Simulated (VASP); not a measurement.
# Al2O3 (R-3c) in VASP: single point with PBE

Aim: the single point of Al2O3 with PBE.

All numbers are computed with VASP 6.6.1; they aren't measurements. Logs are shortened: lines on timing, memory, paths and dates and some standing lists are left out, and cuts for length are marked.

### Step 1. The cell of the first run

It takes space group R-3c (No. 167, trigonal). The conventional cell has a = 4.805 Å, b = 4.805 Å, c = 13.116 Å, α = 90.00°, β = 90.00°, γ = 120.00°. Al (site symmetry 3) has 6 O at 1.87 to 1.99 Å within 2.5 Å. O (site symmetry 2) has 4 Al at 1.87 to 1.99 Å and 12 O at 2.55 to 2.89 Å within 2.9 Å.

### Step 2. Single point, PBE

INCAR reads:

```
  PREC = Accurate
  ENCUT = 520
  EDIFF = 1E-7
  ISMEAR = -1
  SIGMA = 0.02
  LREAL = F
  LASPH = T
  NELM = 100
  ALGO = Normal
  ISIF = 2
  LWAVE = F
  LCHARG = F
  GGA = PE
  NBANDS = 35
```

KPOINTS reads:

```
regular mesh
0
Gamma
  8 8 8
```

POSCAR reads:

```
Al2O3
1.0
    2.4025136104      1.3870918797      4.3720844159
   -2.4025136104      1.3870918797      4.3720844159
    0.0000000000     -2.7741837594      4.3720844159
Al O
4 6
Direct
    0.6479040000      0.6479040000      0.6479040000
    0.8520960000      0.8520960000      0.8520960000
    0.1479040000      0.1479040000      0.1479040000
    0.3520960000      0.3520960000      0.3520960000
    0.4438545000      0.0561455000      0.7500000000
    0.9438545000      0.2500000000      0.5561455000
    0.0561455000      0.7500000000      0.4438545000
    0.7500000000      0.4438545000      0.0561455000
    0.2500000000      0.5561455000      0.9438545000
    0.5561455000      0.9438545000      0.2500000000
```

Potentials or basis: VASP PAW PBE potentials, release 64 (Al, O).

On the command line:

```console
$ cat potpaw_PBE.64/Al/POTCAR potpaw_PBE.64/O/POTCAR > POTCAR
$ mpirun -np 1 vasp_std > vasp.out
```

OUTCAR:

```text
PREC = Accurate
   ENCUT = 520
   EDIFF = 1E-7
   ISMEAR = -1
   LREAL = F
   LASPH = T
   NELM = 100
   ISIF = 2
   GGA = PE

 ion  position               nearest neighbor table
   1  0.648  0.648  0.648-   6 1.87  10 1.87   9 1.87   5 1.99   7 1.99   8 1.99   2 2.68   4 2.82
                             4 2.82   4 2.82   2 3.25   2 3.25   2 3.25
   2  0.852  0.852  0.852-   9 1.87  10 1.87   6 1.87   5 1.99   8 1.99   7 1.99   1 2.68   3 2.82
                             3 2.82   3 2.82   1 3.25   1 3.25   1 3.25
   3  0.148  0.148  0.148-   8 1.87   5 1.87   7 1.87  10 1.99   9 1.99   6 1.99   4 2.68   2 2.82
                             2 2.82   2 2.82   4 3.25   4 3.25   4 3.25
   4  0.352  0.352  0.352-   7 1.87   5 1.87   8 1.87  10 1.99   6 1.99   9 1.99   3 2.68   1 2.82
                             1 2.82   1 2.82   3 3.25   3 3.25   3 3.25
   5  0.444  0.056  0.750-   3 1.87   4 1.87   1 1.99   2 1.99
   6  0.944  0.250  0.556-   1 1.87   2 1.87   4 1.99   3 1.99
   7  0.056  0.750  0.444-   4 1.87   3 1.87   1 1.99   2 1.99
   8  0.750  0.444  0.056-   3 1.87   4 1.87   2 1.99   1 1.99
   9  0.250  0.556  0.944-   2 1.87   1 1.87   3 1.99   4 1.99
  10  0.556  0.944  0.250-   1 1.87   2 1.87   3 1.99   4 1.99

  LATTYP: Found a trigonal (rhomboedric) cell.
 ALAT       =     5.1779549699
 COS(alpha) =     0.5694286086

  Lattice vectors:

 A1 = (   2.4025136104,   1.3870918797,   4.3720844159)
 A2 = (  -2.4025136104,   1.3870918797,   4.3720844159)
 A3 = (   0.0000000000,  -2.7741837594,   4.3720844159)

Analysis of symmetry for initial positions (statically):
=====================================================================
 Subroutine PRICEL returns:
 Original cell was already a primitive cell.

 Routine SETGRP: Setting up the symmetry group for a
 trigonal (rhombohedral) supercell.

 Subroutine GETGRP returns: Found 12 space group operations
 (whereof  6 operations were pure point group operations)
 out of a pool of 12 trial point group operations.

The static configuration has the point symmetry S_6 .
 The point group associated with its full space group is D_3d.

Analysis of symmetry for dynamics (positions and initial velocities):
=====================================================================
 Subroutine PRICEL returns:
 Original cell was already a primitive cell.

 Routine SETGRP: Setting up the symmetry group for a
 trigonal (rhombohedral) supercell.

 Subroutine GETGRP returns: Found 12 space group operations
 (whereof  6 operations were pure point group operations)
 out of a pool of 12 trial point group operations.

The dynamic configuration has the point symmetry S_6 .
 The point group associated with its full space group is D_3d.

 Subroutine INISYM returns: Found 12 space group operations
 (whereof  6 operations are pure point group operations),
 and found     1 'primitive' translations

----------------------------------------------------------------------------------------

                                     Primitive cell

  volume of cell :      87.4200

  direct lattice vectors                    reciprocal lattice vectors
     2.402513610  1.387091880  4.372084416     0.208115366  0.120155463  0.076241285
    -2.402513610  1.387091880  4.372084416    -0.208115366  0.120155463  0.076241285
     0.000000000 -2.774183759  4.372084416     0.000000000 -0.240310925  0.076241285

  length of vectors
     5.177954970  5.177954970  5.177954970     0.252115201  0.252115201  0.252115201

  position of ions in fractional coordinates (direct lattice)
     0.647904000  0.647904000  0.647904000
     0.852096000  0.852096000  0.852096000
     0.147904000  0.147904000  0.147904000
     0.352096000  0.352096000  0.352096000
     0.443854500  0.056145500  0.750000000
     0.943854500  0.250000000  0.556145500
     0.056145500  0.750000000  0.443854500
     0.750000000  0.443854500  0.056145500
     0.250000000  0.556145500  0.943854500
     0.556145500  0.943854500  0.250000000

  ion indices of the primitive-cell ions
   primitive index   ion index
                 1           1
                 2           2
                 3           3
                 4           4
                 5           5
                 6           6
                 7           7
                 8           8
                 9           9
                10          10

----------------------------------------------------------------------------------------

 KPOINTS: regular mesh

Automatic generation of k-mesh.
 Grid dimensions read from file:
 generate k-points for:    8    8    8

 Generating k-lattice:

  Cartesian coordinates                     Fractional coordinates (reciprocal lattice)
     0.026014421  0.015019433  0.009530161     0.125000000  0.000000000  0.000000000
    -0.026014421  0.015019433  0.009530161     0.000000000  0.125000000  0.000000000
     0.000000000 -0.030038866  0.009530161     0.000000000  0.000000000  0.125000000

  Length of vectors
     0.031514400  0.031514400  0.031514400

  Shift w.r.t. Gamma in fractional coordinates (k-lattice)
     0.000000000  0.000000000  0.000000000

 Subroutine IBZKPT returns following result:
 ===========================================

 Found     65 irreducible k-points:

 Following reciprocal coordinates:
            Coordinates               Weight
  0.000000  0.000000  0.000000      1.000000
  0.125000  0.000000  0.000000      6.000000
  0.250000  0.000000  0.000000      6.000000
  0.375000 -0.000000 -0.000000      6.000000
  0.500000  0.000000  0.000000      3.000000
  0.125000  0.125000  0.000000      6.000000
[... 16 lines left out ...]
  0.250000  0.125000  0.125000      6.000000
  0.375000  0.125000  0.125000      6.000000
 [... further k-points ...]
   k-points           NKPTS =     65   k-points in BZ     NKDIM =     65   number of bands    NBANDS=     35
   number of dos      NEDOS =    301   number of ions     NIONS =     10
   total plane-waves  NPLWV =  64000
   dimension x,y,z NGX =    40 NGY =   40 NGZ =   40
   dimension x,y,z NGXF=    80 NGYF=   80 NGZF=   80
   ions per type =               4   6
   NGX,Y,Z   is equivalent  to a cutoff of  12.84, 12.84, 12.84 a.u.
   NGXF,Y,Z  is equivalent  to a cutoff of  25.69, 25.69, 25.69 a.u.
 SYSTEM =  unknown system
   PREC   = accura    normal or accurate (medium, high low for compatibility)
   ISTART =      0    job   : 0-new  1-cont  2-samecut
   ICHARG =      2    charge: 1-file 2-atom 10-const
   ISPIN  =      1    spin polarized calculation?
   LNONCOLLINEAR =      F non collinear calculations
   LSORBIT =      F    spin-orbit coupling
   LASPH  =      T    aspherical Exc in radial PAW
   ENCUT  =  520.0 eV  38.22 Ry    6.18 a.u.   9.63  9.63  9.63*2*pi/ulx,y,z
   NELM   =    100;   NELMIN=  2; NELMDL= -5     # of ELM steps
   EDIFF  = 0.1E-06   stopping-criterion for ELM
   LREAL  =      F    real-space projection
   EDIFFG = 0.1E-05   stopping-criterion for IOM
   NSW    =      0    number of steps for IOM
   IBRION =     -1    ionic relax: 0-MD 1-quasi-New 2-CG
   NFREE  =      0    steps in history (QN), initial steepest desc. (CG)
   ISIF   =      2    stress and relaxation
   ISYM   =      2    0-nonsym 1-usesym 2-fastsym
   POTIM  = 0.5000    time-step for ionic-motion
   TEBEG  =    0.0;   TEEND  =   0.0 temperature during run
   PSTRESS=    0.0 pullay stress
   NELECT =      48.0000    total number of electrons
   NUPDOWN=      -1.0000    fix difference up-down
   EMIN   =  10.00;   EMAX   =-10.00  energy-range for DOS
   EFERMI =   0.00;   METHOD = LEGACY
   ISMEAR =    -1;   SIGMA  =   0.02  broadening in eV -4-tet -1-fermi 0-gaus
   EFERMI_NEDOS =   21; number of points for ismear=-14 and -15
   IALGO  =     38    algorithm
   IMIX   =      4    mixing-type and parameters
     AMIX     =   0.40;   BMIX     =  1.00
     AMIX_MAG =   1.60;   BMIX_MAG =  1.00
  volume/ion in A,a.u.               =       8.74        58.99
  Fermi-wavevector in a.u.,A,eV,Ry     =   1.340556  2.533283 24.450898  1.797090
  Thomas-Fermi vector in A             =   2.468859
   LORBIT       =      0    0 simple, 1 ext, 2 COOP (PROOUT), +10 PAW based schemes
   GGA     = PE    functional components
   LHFCALC =     F    Hartree Fock is set to
   AEXX    =    0.0000 exact exchange contribution
   IVDW    =     0    specifies the selected vdW correction
   LEPSILON=     F    determine dielectric tensor
   LRPA    =     F    only Hartree local field effects (RPA)
 non-spin polarized calculation
  energy-cutoff  :      520.00
  volume of cell :       87.42
 maximum number of plane-waves:      2368
   NGX = 19   NGY = 19   NGZ = 19

 number of electron      48.0000009 magnetization

 Free energy of the ion-electron system (eV)
  ---------------------------------------------------
  ext. energy  EPLUGINS =         0.00000000
  ---------------------------------------------------
  free energy    TOTEN  =       -74.81175116 eV

  energy without entropy =      -74.81175116  energy(sigma->0) =      -74.81175116

 E-fermi :   6.3078     XC(G=0): -11.5481

 val. band max:        5.8204896688   @ k =   0.0000   0.0000   0.0000
 cond. band min:      11.6965513684   @ k =   0.0000   0.0000   0.0000
 fundamental gap:      5.8760616996
 Fermi energy:         6.3077717271

 k-point     1 :       0.0000    0.0000    0.0000
  band No.  band energies     occupation
      1     -13.2069      2.00000
      2     -10.9794      2.00000
      3     -10.7138      2.00000
      4     -10.7138      2.00000
      5     -10.4062      2.00000
      6     -10.4062      2.00000
[... 27 lines left out ...]
     34      19.0013      0.00000
     35      20.1830      0.00000

 k-point     2 :       0.1250    0.0000    0.0000
  band No.  band energies     occupation
      1     -13.1288      2.00000
      2     -11.0066      2.00000
      3     -10.7697      2.00000
      4     -10.7299      2.00000
      5     -10.4447      2.00000
      6     -10.4109      2.00000
[... 27 lines left out ...]
     34      18.6992      0.00000
     35      20.1283      0.00000

 k-point     3 :       0.2500    0.0000    0.0000
  band No.  band energies     occupation
      1     -12.9015      2.00000
      2     -11.2242      2.00000
      3     -10.7845      2.00000
      4     -10.7574      2.00000
      5     -10.5380      2.00000
      6     -10.4390      2.00000
[... 27 lines left out ...]
     34      18.7483      0.00000
     35      19.6503      0.00000

 k-point     4 :       0.3750   -0.0000   -0.0000
  band No.  band energies     occupation
      1     -12.5465      2.00000
      2     -11.6334      2.00000
      3     -10.7622      2.00000
      4     -10.7068      2.00000
      5     -10.6435      2.00000
      6     -10.5052      2.00000
[... 27 lines left out ...]
     34      18.9589      0.00000
     35      19.0601      0.00000

 k-point     5 :       0.5000    0.0000    0.0000
  band No.  band energies     occupation
      1     -12.1034      2.00000
      2     -12.1034      2.00000
      3     -10.7245      2.00000
      4     -10.7245      2.00000
      5     -10.6024      2.00000
      6     -10.6024      2.00000
[... 638 lines left out ...]
 k-point    22 :       0.1250    0.1250    0.1250
  band No.  band energies     occupation
      1     -13.1410      2.00000
      2     -11.0939      2.00000
      3     -10.7049      2.00000
      4     -10.7049      2.00000
      5     -10.4205      2.00000
      6     -10.4205      2.00000
[... 27 lines left out ...]
     34      18.8927      0.00000
     35      20.0806      0.00000

 k-point    23 :       0.2500    0.1250    0.1250
  band No.  band energies     occupation
      1     -13.0210      2.00000
      2     -11.1707      2.00000
      3     -10.8240      2.00000
      4     -10.6625      2.00000
      5     -10.5160      2.00000
      6     -10.3834      2.00000
[... 27 lines left out ...]
     34      18.8041      0.00000
     35      19.9110      0.00000

 k-point    24 :       0.3750    0.1250    0.1250
  band No.  band energies     occupation
      1     -12.7578      2.00000
      2     -11.3567      2.00000
      3     -10.9482      2.00000
      4     -10.6496      2.00000
      5     -10.6472      2.00000
      6     -10.3717      2.00000
[... 27 lines left out ...]
     34      18.9029      0.00000
     35      19.4408      0.00000

 [... further k-points ...]

------------------------ aborting loop because EDIFF is reached ----------------------------------------

  FORCE on cell =-STRESS in cart. coord.  units (eV):
  Direction    XX          YY          ZZ          XY          YZ          ZX
  --------------------------------------------------------------------------------------
  -------------------------------------------------------------------------------------
  Total        0.2056956      0.2056956      0.1447653      0.0000000      0.0000000      0.0000000
  in kB        3.7698549      3.7698549      2.6531645      0.0000000      0.0000000      0.0000000
  external PRESSURE =       3.3976248 kB  Pullay stress =       0.0000000 kB

 VOLUME and BASIS-vectors are now :
 -----------------------------------------------------------------------------
  energy-cutoff  :      520.00
  volume of cell :       87.42
      direct lattice vectors                 reciprocal lattice vectors
     2.402513610  1.387091880  4.372084416     0.208115366  0.120155463  0.076241285
    -2.402513610  1.387091880  4.372084416    -0.208115366  0.120155463  0.076241285
     0.000000000 -2.774183759  4.372084416     0.000000000 -0.240310925  0.076241285

 POSITION                                       TOTAL-FORCE (eV/Angst)
 -----------------------------------------------------------------------------------
      0.00000      0.00000      8.49807         0.000000     -0.000000     -0.012647
      0.00000      0.00000     11.17631         0.000000     -0.000000      0.012647
      0.00000      0.00000      1.93995         0.000000     -0.000000     -0.012647
      0.00000      0.00000      4.61818         0.000000     -0.000000      0.012647
      0.93148     -1.38709      5.46511        -0.006302     -0.000000      0.000000
      1.66699      0.11314      7.65115        -0.003151     -0.005457      0.000000
     -1.66699     -0.11314      5.46511         0.003151      0.005457      0.000000
      0.73552      1.50023      5.46511         0.003151     -0.005457      0.000000
     -0.73552     -1.50023      7.65115        -0.003151      0.005457      0.000000
     -0.93148      1.38709      7.65115         0.006302     -0.000000      0.000000
 -----------------------------------------------------------------------------------
    total drift:                               -0.000000      0.000000     -0.000000

  FREE ENERGIE OF THE ION-ELECTRON SYSTEM (eV)
  ---------------------------------------------------
  free  energy   TOTEN  =       -74.8117511628 eV

  energy  without entropy=      -74.8117511628  energy(sigma->0) =      -74.81175116
```

Run time: 5.7 min. Hardware: 1 thread of Intel Xeon 8259CL, shared host; peak memory 0.32 GiB.

Results:

| Item | Value |
| --- | --- |
| Free energy | -74.8118 eV |
| Pressure | 0.3 GPa |
| Largest force | 0.013 eV/Å |
| Band gap on the k mesh | 5.88 eV |

Forces on the atoms (eV/Å):
```
Al   0.000  0.000 -0.013
Al   0.000  0.000  0.013
Al   0.000  0.000 -0.013
Al   0.000  0.000  0.013
O   -0.006  0.000  0.000
O   -0.003 -0.005  0.000
O    0.003  0.005  0.000
O    0.003 -0.005  0.000
O   -0.003  0.005  0.000
O    0.006  0.000  0.000
```

A k mesh can miss the band edges.
